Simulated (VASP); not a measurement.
# Zn (P6_3/mmc) in VASP: a series of runs

Zn is run at these levels: PBE, LDA; tasks: single point.

All numbers are computed with VASP 6.6.1; they aren't measurements. Logs are shortened: lines on timing, memory, paths and dates and some standing lists are left out, and cuts for length are marked.

### 1 The cell of the first run

The structure is hexagonal, space group P6_3/mmc (No. 194). The conventional cell has a = 2.964 Å, b = 2.964 Å, c = 4.653 Å, α = 90.00°, β = 90.00°, γ = 120.00°. Within 3.8 Å of Zn (site symmetry -6m2) lie 12 Zn at 2.89 to 2.96 Å.

### 2 Single point, PBE

Input file INCAR:

```
SYSTEM = Zn
ALGO = Normal ; EDIFF = 1E-6
ENCUT = 520 ; GGA = PE
ISIF = 2 ; ISMEAR = -1
LASPH = .TRUE. ; LCHARG = .TRUE.
LELF = .TRUE. ; LREAL = .FALSE.
LVHAR = .TRUE. ; LWAVE = .FALSE.
NBANDS = 19 ; NELM = 80
PREC = Accurate ; SIGMA = 0.1
```

Input file KPOINTS:

```
k-points
0
G
  7 7 4
  0 0 0
```

Input file POSCAR:

```
Zn
1.0
    1.4818690000      2.5666710000      0.0000000000
   -1.4818690000      2.5666710000      0.0000000000
    0.0000000000      0.0000000000      4.6531370000
Zn
2
Direct
    0.3333300000      0.3333400000      0.2500000000
    0.6666600000      0.6666700000      0.7500000000
```

Potentials or basis: VASP PAW PBE potentials, release 64 (Zn).

Launch:

```console
> cat potpaw_PBE.64/Zn/POTCAR > POTCAR
> mpirun -np 1 vasp_std > vasp.out
```

OUTCAR:

```text
SYSTEM = Zn
   EDIFF = 1E-6
   ENCUT = 520
   GGA = PE
   ISIF = 2
   ISMEAR = -1
   LASPH = .TRUE.
   LREAL = .FALSE.
   NELM = 80
   PREC = Accurate

 ion  position               nearest neighbor table
   1  0.333  0.333  0.250-   2 2.89   2 2.89   2 2.89   2 2.89   2 2.89   2 2.89
   2  0.667  0.667  0.750-   1 2.89   1 2.89   1 2.89   1 2.89   1 2.89   1 2.89

  LATTYP: Found a hexagonal cell.
 ALAT       =     2.9637367892
 C/A-ratio  =     1.5700237002

  Lattice vectors:

 A1 = (   1.4818690000,  -2.5666710000,   0.0000000000)
 A2 = (   1.4818690000,   2.5666710000,   0.0000000000)
 A3 = (   0.0000000000,   0.0000000000,   4.6531370000)

Analysis of symmetry for initial positions (statically):
=====================================================================
 Subroutine PRICEL returns:
 Original cell was already a primitive cell.

 Routine SETGRP: Setting up the symmetry group for a
 hexagonal supercell.

 Subroutine GETGRP returns: Found  8 space group operations
 (whereof  2 operations were pure point group operations)
 out of a pool of 24 trial point group operations.

The static configuration has the point symmetry C_2 .
 The point group associated with its full space group is D_2h.

Analysis of symmetry for dynamics (positions and initial velocities):
=====================================================================
 Subroutine PRICEL returns:
 Original cell was already a primitive cell.

 Routine SETGRP: Setting up the symmetry group for a
 hexagonal supercell.

 Subroutine GETGRP returns: Found  8 space group operations
 (whereof  2 operations were pure point group operations)
 out of a pool of 24 trial point group operations.

The dynamic configuration has the point symmetry C_2 .
 The point group associated with its full space group is D_2h.

 Subroutine INISYM returns: Found  8 space group operations
 (whereof  2 operations are pure point group operations),
 and found     1 'primitive' translations

----------------------------------------------------------------------------------------

                                     Primitive cell

  volume of cell :      35.3961

  direct lattice vectors                    reciprocal lattice vectors
     1.481869000  2.566671000  0.000000000     0.337411742  0.194804866  0.000000000
    -1.481869000  2.566671000  0.000000000    -0.337411742  0.194804866  0.000000000
     0.000000000  0.000000000  4.653137000     0.000000000  0.000000000  0.214908781

  length of vectors
     2.963736789  2.963736789  4.653137000     0.389609573  0.389609573  0.214908781

  position of ions in fractional coordinates (direct lattice)
     0.333330000  0.333340000  0.250000000
     0.666660000  0.666670000  0.750000000

  ion indices of the primitive-cell ions
   primitive index   ion index
                 1           1
                 2           2

----------------------------------------------------------------------------------------

 KPOINTS: k-points

Automatic generation of k-mesh.
 Grid dimensions read from file:
 generate k-points for:    7    7    4

 Generating k-lattice:

  Cartesian coordinates                     Fractional coordinates (reciprocal lattice)
     0.048201677  0.027829267  0.000000000     0.142857143  0.000000000  0.000000000
    -0.048201677  0.027829267  0.000000000     0.000000000  0.142857143  0.000000000
     0.000000000  0.000000000  0.053727195     0.000000000  0.000000000  0.250000000

  Length of vectors
     0.055658510  0.055658510  0.053727195

  Shift w.r.t. Gamma in fractional coordinates (k-lattice)
     0.000000000  0.000000000  0.000000000

 Subroutine IBZKPT returns following result:
 ===========================================

 Found     48 irreducible k-points:

 Following reciprocal coordinates:
            Coordinates               Weight
  0.000000  0.000000  0.000000      1.000000
  0.142857  0.000000  0.000000      4.000000
  0.142857  0.142857  0.000000      2.000000
  0.285714  0.000000  0.000000      4.000000
  0.285714  0.285714  0.000000      2.000000
  0.428571  0.000000  0.000000      4.000000
[... 16 lines left out ...]
  0.428571  0.428571  0.250000      4.000000
  0.285714  0.142857  0.250000      8.000000
 [... further k-points ...]
   k-points           NKPTS =     48   k-points in BZ     NKDIM =     48   number of bands    NBANDS=     19
   number of dos      NEDOS =    301   number of ions     NIONS =      2
   total plane-waves  NPLWV =  20736
   dimension x,y,z NGX =    24 NGY =   24 NGZ =   36
   dimension x,y,z NGXF=    48 NGYF=   48 NGZF=   72
   ions per type =               2
   NGX,Y,Z   is equivalent  to a cutoff of  13.46, 13.46, 12.86 a.u.
   NGXF,Y,Z  is equivalent  to a cutoff of  26.92, 26.92, 25.72 a.u.
 SYSTEM =  Zn
   PREC   = accura    normal or accurate (medium, high low for compatibility)
   ISTART =      0    job   : 0-new  1-cont  2-samecut
   ICHARG =      2    charge: 1-file 2-atom 10-const
   ISPIN  =      1    spin polarized calculation?
   LNONCOLLINEAR =      F non collinear calculations
   LSORBIT =      F    spin-orbit coupling
   LASPH  =      T    aspherical Exc in radial PAW
   ENCUT  =  520.0 eV  38.22 Ry    6.18 a.u.   5.51  5.51  8.65*2*pi/ulx,y,z
   NELM   =     80;   NELMIN=  2; NELMDL= -5     # of ELM steps
   EDIFF  = 0.1E-05   stopping-criterion for ELM
   LREAL  =      F    real-space projection
   EDIFFG = 0.1E-04   stopping-criterion for IOM
   NSW    =      0    number of steps for IOM
   IBRION =     -1    ionic relax: 0-MD 1-quasi-New 2-CG
   NFREE  =      0    steps in history (QN), initial steepest desc. (CG)
   ISIF   =      2    stress and relaxation
   ISYM   =      2    0-nonsym 1-usesym 2-fastsym
   POTIM  = 0.5000    time-step for ionic-motion
   TEBEG  =    0.0;   TEEND  =   0.0 temperature during run
   PSTRESS=    0.0 pullay stress
   NELECT =      24.0000    total number of electrons
   NUPDOWN=      -1.0000    fix difference up-down
   EMIN   =  10.00;   EMAX   =-10.00  energy-range for DOS
   EFERMI =   0.00;   METHOD = LEGACY
   ISMEAR =    -1;   SIGMA  =   0.10  broadening in eV -4-tet -1-fermi 0-gaus
   EFERMI_NEDOS =   21; number of points for ismear=-14 and -15
   IALGO  =     38    algorithm
   IMIX   =      4    mixing-type and parameters
     AMIX     =   0.40;   BMIX     =  1.00
     AMIX_MAG =   1.60;   BMIX_MAG =  1.00
  volume/ion in A,a.u.               =      17.70       119.43
  Fermi-wavevector in a.u.,A,eV,Ry     =   1.438224  2.717850 28.143504  2.068489
  Thomas-Fermi vector in A             =   2.557215
   LORBIT       =      0    0 simple, 1 ext, 2 COOP (PROOUT), +10 PAW based schemes
   GGA     = PE    functional components
   LHFCALC =     F    Hartree Fock is set to
   AEXX    =    0.0000 exact exchange contribution
   IVDW    =     0    specifies the selected vdW correction
   LEPSILON=     F    determine dielectric tensor
   LRPA    =     F    only Hartree local field effects (RPA)
 non-spin polarized calculation
  energy-cutoff  :      520.00
  volume of cell :       35.40
 maximum number of plane-waves:       978
 NGX is ok and might be reduce to    24
   NGX = 11   NGY = 11   NGZ = 17

 number of electron      23.9999970 magnetization

 Free energy of the ion-electron system (eV)
  ---------------------------------------------------
  ext. energy  EPLUGINS =         0.00000000
  ---------------------------------------------------
  free energy    TOTEN  =        -2.06757610 eV

  energy without entropy =       -2.04735722  energy(sigma->0) =       -2.05746666

 E-fermi :   2.1117     XC(G=0): -10.7918

 val. band max:        2.0362008623   @ k =   0.2857   0.1429   0.0000
 cond. band min:       2.1318473705   @ k =  -0.4286   0.2857   0.0000
 fundamental gap:      0.0956465082
 Fermi energy:         2.1117117145

 k-point     1 :       0.0000    0.0000    0.0000
  band No.  band energies     occupation
      1      -7.1301      2.00000
      2      -5.6830      2.00000
      3      -5.1677      2.00000
      4      -5.1677      2.00000
      5      -5.1469      2.00000
      6      -5.0959      2.00000
[... 11 lines left out ...]
     18      17.9058      0.00000
     19      18.6198      0.00000

 k-point     2 :       0.1429    0.0000    0.0000
  band No.  band energies     occupation
      1      -6.6646      2.00000
      2      -5.5844      2.00000
      3      -5.2463      2.00000
      4      -5.1149      2.00000
      5      -5.1140      2.00000
      6      -5.0887      2.00000
[... 11 lines left out ...]
     18      17.4677      0.00000
     19      18.2288      0.00000

 k-point     3 :       0.1429    0.1429    0.0000
  band No.  band energies     occupation
      1      -6.6646      2.00000
      2      -5.5844      2.00000
      3      -5.2463      2.00000
      4      -5.1149      2.00000
      5      -5.1140      2.00000
      6      -5.0887      2.00000
[... 11 lines left out ...]
     18      17.4677      0.00000
     19      18.2287      0.00000

 k-point     4 :       0.2857    0.0000    0.0000
  band No.  band energies     occupation
      1      -5.6927      2.00000
      2      -5.5383      2.00000
      3      -5.3292      2.00000
      4      -5.1705      2.00000
      5      -5.1427      2.00000
      6      -5.0612      2.00000
[... 11 lines left out ...]
     18      13.8361      0.00000
     19      16.8385      0.00000

 k-point     5 :       0.2857    0.2857    0.0000
  band No.  band energies     occupation
      1      -5.6927      2.00000
      2      -5.5383      2.00000
      3      -5.3292      2.00000
      4      -5.1705      2.00000
      5      -5.1427      2.00000
      6      -5.0612      2.00000
[... 11 lines left out ...]
     18      13.8360      0.00000
     19      16.8385      0.00000
[... 334 lines left out ...]
      2      -5.4762      2.00000
      3      -5.2923      2.00000
      4      -5.2335      2.00000
      5      -5.1275      2.00000
      6      -5.0884      2.00000
[... 11 lines left out ...]
     18      14.8752      0.00000
     19      15.4027      0.00000

 k-point    22 :       0.4286    0.0000    0.2500
  band No.  band energies     occupation
      1      -5.6774      2.00000
      2      -5.5745      2.00000
      3      -5.3345      2.00000
      4      -5.3183      2.00000
      5      -5.1575      2.00000
      6      -4.9583      2.00000
[... 11 lines left out ...]
     18      13.4421      0.00000
     19      13.8393      0.00000

 k-point    23 :       0.4286    0.4286    0.2500
  band No.  band energies     occupation
      1      -5.6774      2.00000
      2      -5.5745      2.00000
      3      -5.3345      2.00000
      4      -5.3184      2.00000
      5      -5.1575      2.00000
      6      -4.9583      2.00000
[... 11 lines left out ...]
     18      13.4421      0.00000
     19      13.8392      0.00000

 k-point    24 :       0.2857    0.1429    0.2500
  band No.  band energies     occupation
      1      -5.6466      2.00000
      2      -5.4241      2.00000
      3      -5.3084      2.00000
      4      -5.2513      2.00000
      5      -5.1258      2.00000
      6      -5.1136      2.00000
[... 11 lines left out ...]
     18      15.8399      0.00000
     19      18.1546      0.00000

 [... further k-points ...]

------------------------ aborting loop because EDIFF is reached ----------------------------------------

  FORCE on cell =-STRESS in cart. coord.  units (eV):
  Direction    XX          YY          ZZ          XY          YZ          ZX
  --------------------------------------------------------------------------------------
  -------------------------------------------------------------------------------------
  Total       -1.8305765     -1.8305405     -0.8560959     -0.0000000      0.0000000      0.0000000
  in kB      -82.8595569    -82.8579282    -38.7504876     -0.0000000      0.0000000      0.0000000
  external PRESSURE =     -68.1559909 kB  Pullay stress =       0.0000000 kB

 VOLUME and BASIS-vectors are now :
 -----------------------------------------------------------------------------
  energy-cutoff  :      520.00
  volume of cell :       35.40
      direct lattice vectors                 reciprocal lattice vectors
     1.481869000  2.566671000  0.000000000     0.337411742  0.194804866  0.000000000
    -1.481869000  2.566671000  0.000000000    -0.337411742  0.194804866  0.000000000
     0.000000000  0.000000000  4.653137000     0.000000000  0.000000000  0.214908781

 POSITION                                       TOTAL-FORCE (eV/Angst)
 -----------------------------------------------------------------------------------
     -0.00001      1.71112      1.16328         0.000000     -0.000006     -0.000000
     -0.00001      3.42222      3.48985         0.000000      0.000006      0.000000
 -----------------------------------------------------------------------------------
    total drift:                               -0.000000      0.000000     -0.000000

  FREE ENERGIE OF THE ION-ELECTRON SYSTEM (eV)
  ---------------------------------------------------
  free  energy   TOTEN  =        -2.0675761047 eV

  energy  without entropy=       -2.0473572219  energy(sigma->0) =       -2.05746666
```

Run time: 38 s. Hardware: 1 thread of Intel Xeon 8259CL, shared host; peak memory 0.16 GiB.

Results:

* Free energy: -2.0676 eV
* Pressure: -6.8 GPa
* Band gap on the k mesh: zero (bands 12 and 13 overlap by 2.44 eV)

Stress tensor (GPa, compression positive):
```
-8.29  0.00  0.00
 0.00 -8.29  0.00
 0.00  0.00 -3.88
```

Caveat: the cell stands under tension.

### 3 Single point, PBE

Input file INCAR:

```
PREC     = Accurate       # precision mode
ENCUT    = 520            # plane-wave cutoff, eV
EDIFF    = 1E-6           # SCF threshold, eV
ISMEAR   = -5             # smearing method
SIGMA    = 0.1            # smearing width, eV
LREAL    = F              # projectors in reciprocal space
LASPH    = T              # aspherical terms in the spheres
NELM     = 100            # most SCF steps
ALGO     = Normal         # electronic algorithm
ISIF     = 2              # what is computed and relaxed
LWAVE    = F              # write WAVECAR
LCHARG   = F              # write CHGCAR
GGA      = PE             # functional
NBANDS   = 19             # bands
```

Input file KPOINTS:

```
regular mesh
0
Gamma
  7 7 4
```

POSCAR is that of step 2.

Potentials or basis: VASP PAW PBE potentials, release 64 (Zn).

Launch:

```console
> cat potpaw_PBE.64/Zn/POTCAR > POTCAR
> mpirun -np 1 vasp_std > vasp.out
```

OUTCAR:

```text
PREC = Accurate
   ENCUT = 520
   EDIFF = 1E-6
   ISMEAR = -5
   LREAL = F
   LASPH = T
   NELM = 100
   ISIF = 2
   GGA = PE

 ion  position               nearest neighbor table
   1  0.333  0.333  0.250-   2 2.89   2 2.89   2 2.89   2 2.89   2 2.89   2 2.89
   2  0.667  0.667  0.750-   1 2.89   1 2.89   1 2.89   1 2.89   1 2.89   1 2.89

  LATTYP: Found a hexagonal cell.
 ALAT       =     2.9637367892
 C/A-ratio  =     1.5700237002

  Lattice vectors:

 A1 = (   1.4818690000,  -2.5666710000,   0.0000000000)
 A2 = (   1.4818690000,   2.5666710000,   0.0000000000)
 A3 = (   0.0000000000,   0.0000000000,   4.6531370000)

Analysis of symmetry for initial positions (statically):
=====================================================================
 Subroutine PRICEL returns:
 Original cell was already a primitive cell.

 Routine SETGRP: Setting up the symmetry group for a
 hexagonal supercell.

 Subroutine GETGRP returns: Found  8 space group operations
 (whereof  2 operations were pure point group operations)
[... 165 lines left out ...]
  free energy    TOTEN  =        -2.03849861 eV

  energy without entropy =       -2.03849861  energy(sigma->0) =       -2.03849861

 E-fermi :   2.3306     XC(G=0): -10.7991

 val. band max:        2.5275493214   @ k =  -0.2857   0.2857   0.2500
 cond. band min:       1.8218497636   @ k =   0.4286  -0.4286   0.5000
 fundamental gap:     -0.7056995578
 Fermi energy:         2.3306267866

 k-point     1 :       0.0000    0.0000    0.0000
  band No.  band energies     occupation
      1      -7.1359      2.00000
      2      -5.7187      2.00000
      3      -5.2188      2.00000
      4      -5.2188      2.00000
      5      -5.1852      2.00000
      6      -5.1472      2.00000
[... 505 lines left out ...]
      6      -5.1602      2.00000
[... 11 lines left out ...]
     18      15.8354      0.00000
     19      18.1472      0.00000

 [... further k-points ...]

------------------------ aborting loop because EDIFF is reached ----------------------------------------

  FORCE on cell =-STRESS in cart. coord.  units (eV):
  Direction    XX          YY          ZZ          XY          YZ          ZX
  --------------------------------------------------------------------------------------
  -------------------------------------------------------------------------------------
  Total       -1.5588519     -1.5732324     -2.6556125     -0.0000000      0.0000000      0.0000000
  in kB      -70.5601637    -71.2110872   -120.2041415     -0.0000000      0.0000000      0.0000000
  external PRESSURE =     -87.3251308 kB  Pullay stress =       0.0000000 kB

 VOLUME and BASIS-vectors are now :
 -----------------------------------------------------------------------------
  energy-cutoff  :      520.00
  volume of cell :       35.40
      direct lattice vectors                 reciprocal lattice vectors
     1.481869000  2.566671000  0.000000000     0.337411742  0.194804866  0.000000000
    -1.481869000  2.566671000  0.000000000    -0.337411742  0.194804866  0.000000000
     0.000000000  0.000000000  4.653137000     0.000000000  0.000000000  0.214908781

 POSITION                                       TOTAL-FORCE (eV/Angst)
 -----------------------------------------------------------------------------------
     -0.00001      1.71112      1.16328         0.000000     -0.000256      0.000000
     -0.00001      3.42222      3.48985         0.000000      0.000256      0.000000
 -----------------------------------------------------------------------------------
    total drift:                               -0.000000      0.000000     -0.000000

  FREE ENERGIE OF THE ION-ELECTRON SYSTEM (eV)
  ---------------------------------------------------
  free  energy   TOTEN  =        -2.0384986070 eV

  energy  without entropy=       -2.0384986070  energy(sigma->0) =       -2.03849861
```

OSZICAR:

```text
N       E                     dE             d eps       ncg     rms          rms(c)
DAV:   1     0.114719007601E+03    0.11472E+03   -0.12211E+04  1880   0.188E+03
DAV:   2     0.329632655319E+01   -0.11142E+03   -0.10822E+03  1850   0.294E+02
DAV:   3    -0.213428659299E+01   -0.54306E+01   -0.53950E+01  2077   0.700E+01
DAV:   4    -0.216898846733E+01   -0.34702E-01   -0.34547E-01  1997   0.583E+00
DAV:   5    -0.216903911461E+01   -0.50647E-04   -0.50472E-04  1948   0.202E-01    0.280E+00
DAV:   6    -0.204637546085E+01    0.12266E+00   -0.58988E-01  2025   0.148E+01    0.234E+00
DAV:   7    -0.204066154999E+01    0.57139E-02   -0.19191E-02  2008   0.214E+00    0.122E+00
DAV:   8    -0.203845283470E+01    0.22087E-02   -0.19686E-03  2306   0.593E-01    0.482E-02
DAV:   9    -0.203855155269E+01   -0.98718E-04   -0.18268E-04  2127   0.144E-01    0.333E-02
DAV:  10    -0.203851170997E+01    0.39843E-04   -0.12133E-05  1961   0.319E-02    0.287E-03
DAV:  11    -0.203850272510E+01    0.89849E-05   -0.14614E-07  1017   0.672E-03    0.139E-03
DAV:  12    -0.203849862143E+01    0.41037E-05   -0.44547E-08   948   0.169E-03    0.217E-04
DAV:  13    -0.203849860698E+01    0.14455E-07   -0.12784E-09   957   0.344E-04
   1 F= -.20384986E+01 E0= -.20384986E+01  d E =0.000000E+00
```

Wall time 44 s (1 thread of Intel Xeon 8259CL, shared host); peak memory 0.16 GiB.

What came out:

```yaml
Free_energy: -2.0385 eV
Pressure: -8.7 GPa
Band_gap_on_the_k_mesh: zero (bands 12 and 13 overlap by 2.44 eV)
```

Levels at points of the mesh, in eV from the Fermi level:
| k point | band 8 | band 9 | band 10 | band 11 | band 12 | band 13 | band 14 | band 15 | band 16 | band 17 |
| --- | --- | --- | --- | --- | --- | --- | --- | --- | --- | --- |
| (0.00, 0.00, 0.00) | -7.42 | -7.42 | -7.10 | -7.10 | -2.31 | -1.38 | 12.40 | 12.40 | 14.39 | 14.39 |
| (0.00, 0.00, 0.50) | -7.20 | -7.19 | -7.19 | -7.19 | -7.19 | 7.11 | 7.11 | 13.87 | 13.87 | 13.87 |

Caveat: the cell stands under tension; tetrahedron occupations give inexact forces and stress in metals.

[end of part 1 of 2]
